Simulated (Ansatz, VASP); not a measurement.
One calculation of Si3Ge, two programs

```
Si Ge
1.0
     0.00000    3.24589    3.24589
     3.24589    0.00000    3.24589
     3.24589    3.24589    0.00000
Si Ge
3 1
Cartesian
  4.8688 4.8688 4.8688
  1.6229 1.6229 1.6229
  3.2459 3.2459 3.2459
  0.0000 0.0000 0.0000
```

Change from the starting cell: species swapped into the Fe3Ni type (Fm-3m, No. 225).

Alike in both runs: task relaxation of cell and atoms; functional PBE; k mesh 4 × 4 × 4; occupations gaussian, width 0.1 eV; no spin polarisation.

|  | VASP | Ansatz |
| --- | --- | --- |
| version | VASP 6.6.1 | Ansatz 0.2.0 |
| potentials or method | VASP PAW PBE potentials, release 64 (Si, Ge_d), cutoff 600 eV | scalar-relativistic, plane waves, PAW |
| valence electrons in the cell | 26 | 26 |

VASP gave:

```
gap on the k mesh at the Fermi level, each at its own relaxed structure (eV) : none
relaxed volume (Å³/atom)                                                     : 15.98
relaxed cell length with the largest relative difference (Å)                 : 4.488
```

Question: What did Ansatz give for the same quantities?

Answer: gap on the k mesh at the Fermi level, each at its own relaxed structure (eV): none; relaxed volume (Å³/atom): 15.97; relaxed cell length with the largest relative difference (Å): 4.487.

A gap of «none» marks a metal or a gap that the smearing closes.

The k mesh is coarse, so the values compare programs but aren't converged.
